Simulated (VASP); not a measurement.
Write the native input for VASP 6.6.1 that does the following.

```
Task                   : single point
Functional             : PBE
Potentials or basis    : VASP PAW PBE potentials, release 64 (Na_pv, Sc_sv)
Cutoff                 : 520 eV
k mesh                 : 13 × 13 × 13
Occupations            : gaussian, width 0.05 eV
Spin                   : no spin polarisation
Dipole correction      : no
Further INCAR settings : ALGO = Fast; EDIFF = 1e-07; NBANDS = 16
```

The structure of NaSc lies in POSCAR:

```
NaSc
1.0
    1.7268237100      0.9969821300      3.6612978500
   -1.7268237100      0.9969821300      3.6612978500
    0.0000000000     -1.9939642600      3.6612978500
Na Sc
1 1
Direct
    0.4962020000      0.5076140000      0.4982780000
    0.0150760000      0.0086390000     -0.0234820000
```

These files were run (other wordings do the same):

INCAR

```
SYSTEM = NaSc
PREC     = Accurate       ! precision mode
ENCUT    = 520            ! plane-wave cutoff, eV
EDIFF    = 1E-7           ! SCF threshold, eV
ISMEAR   = 0              ! smearing method
SIGMA    = 0.05           ! smearing width, eV
LREAL    = .FALSE.        ! projectors in reciprocal space
LASPH    = .TRUE.         ! aspherical terms in the spheres
NELM     = 60             ! most SCF steps
ALGO     = Fast           ! electronic algorithm
ISIF     = 2              ! what is computed and relaxed
LWAVE    = .FALSE.        ! write WAVECAR
LCHARG   = .FALSE.        ! write CHGCAR
GGA      = PE             ! functional
NBANDS   = 16             ! bands
```

KPOINTS

```
Automatic mesh
0
G
  13 13 13
  0 0 0
```

Potentials or basis: VASP PAW PBE potentials, release 64 (Na_pv, Sc_sv).

The run is started by

```console
$ cat potpaw_PBE.64/Na_pv/POTCAR potpaw_PBE.64/Sc_sv/POTCAR > POTCAR
$ mpirun -np 1 vasp_std > vasp.out
```

It gave:

| Quantity | Value |
| --- | --- |
| Pressure | 19.6 GPa |
| Largest force | 0.191 eV/Å |
| Band gap on the k mesh | zero (bands 9 and 10 overlap by 0.61 eV) |

Caveat: the stress differs along the axes, from 17 to 25 GPa.

It took 35 min on 1 thread of Oxide Virtual Turin-like Processor, on a shared host, peak memory 0.68 GiB.
